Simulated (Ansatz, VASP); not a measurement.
**One calculation of LiH, two programs**

```
Li H
1.0
     0.00000    2.00311    2.00311
     2.00311    0.00000    2.00311
     2.00311    2.00311    0.00000
Li H
1 1
Direct
  0.00000 0.00000 0.00000
  0.50000 0.50000 0.50000
```

Alike in both runs: functional PBE; k mesh 10 × 10 × 10; occupations gaussian, width 0.02 eV; no spin polarisation.

Ansatz relaxed the structure, and its values are those at the end. VASP's run is a single point on that final structure, the one shown.

```csv
,VASP,Ansatz
version,VASP 6.6.1,Ansatz 0.2.0
potentials or method,"VASP PAW PBE potentials, release 64 (Li_sv, H), cutoff 750 eV","scalar-relativistic, all-electron LAPW"
```

Ansatz gave:

* gap on the k mesh at the Fermi level (eV): 2.98
* least direct gap on the mesh (eV): 2.98
* pressure (GPa): 0.0

Problem. Which values does VASP return?

Solution. gap on the k mesh at the Fermi level (eV): 2.98; least direct gap on the mesh (eV): 2.98; pressure (GPa): -0.2.

Ansatz ran all-electron here, and VASP with PAW potentials.
